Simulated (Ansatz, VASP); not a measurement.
# Sc4Mo in VASP and in Ansatz

```
Sc Mo
1.0
     3.24503    0.00000    0.00000
    -1.62251    2.81028    0.00000
     0.00000    0.00000   12.30025
Sc Mo
4 1
Direct
  0.33333 0.66667 0.83276
  0.33333 0.66667 0.39569
  0.66667 0.33333 0.16724
  0.66667 0.33333 0.60431
  0.00000 0.00000 0.00000
```

Change from the starting cell: species swapped into the Co4H type (P-3m1, No. 164).

Alike in both runs: functional PBE; k mesh 6 × 6 × 2; occupations gaussian, width 0.1 eV; no spin polarisation.

Ansatz relaxed the structure, and its values are those at the end. VASP's run is a single point on that final structure, the one shown.

|  | VASP | Ansatz |
| --- | --- | --- |
| version | VASP 6.6.1 | Ansatz 0.2.0 |
| potentials or method | VASP PAW PBE potentials, release 64 (Sc_sv, Mo_sv), cutoff 520 eV | scalar-relativistic, plane waves, PAW |
| valence electrons in the cell | 58 | 58 |

VASP gave:

* gap on the k mesh at the Fermi level (eV): none
* pressure (GPa): 0.1
* rms of the force components (eV/Å): 0.010

Problem. Which values does Ansatz return?

Solution. gap on the k mesh at the Fermi level (eV): none; pressure (GPa): 0.0; rms of the force components (eV/Å): 0.002.

A gap of «none» marks a metal or a gap that the smearing closes. The functional is the same, so the differences come from potentials, cutoffs and numerics.

The k mesh is coarse, so the values compare programs but aren't converged.
